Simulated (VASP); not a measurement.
Crystal: Al2Pt.

```xyz
3
Lattice="0.0000 2.9550 2.9550 2.9550 0.0000 2.9550 2.9550 2.9550 0.0000" Properties=species:S:1:pos:R:3 pbc="T T T"
Al    1.4775    1.4775    1.4775
Al    4.4325    4.4325    4.4325
Pt    0.0000    0.0000    0.0000
```

* Program: VASP 6.6.1
* Task: relaxation of cell and atoms
* Functional: PBE
* Potentials or basis: VASP PAW PBE potentials, release 64 (Al, Pt)
* Cutoff: 600 eV
* k mesh: 11 × 11 × 11
* Occupations: fermi-dirac, width 0.05 eV
* Spin: no spin polarisation

At the start: pressure 2.4 GPa; volume 17.20 Å³/atom.

Problem. Where does the relaxation end?

Solution. Over 3 steps the energy falls by 2.2 meV/atom and the volume is 17.51 Å³/atom (+1.8 %); space group Fm-3m (No. 225, to 0.1 Å) before and after.

Step by step:
```tsv
step	energy change (eV)	largest force (eV/Å)	pressure (GPa)	volume (Å³)
1	0.0000	0.0000	2.37	51.61
2	0.0010	0.0000	-2.37	53.53
3	-0.0066	0.0000	0.01	52.52
```

Final structure:
```cif
data_structure
_symmetry_space_group_name_H-M 'P 1'
_symmetry_Int_Tables_number 1
_cell_length_a 4.2035
_cell_length_b 4.2035
_cell_length_c 4.2035
_cell_angle_alpha 60.000
_cell_angle_beta 60.000
_cell_angle_gamma 60.000
_cell_volume 52.52
loop_
_atom_site_label
_atom_site_type_symbol
_atom_site_fract_x
_atom_site_fract_y
_atom_site_fract_z
_atom_site_occupancy
Al1 Al 0.25000 0.25000 0.25000 1
Al2 Al 0.75000 0.75000 0.75000 1
Pt1 Pt 0.00000 0.00000 0.00000 1
```
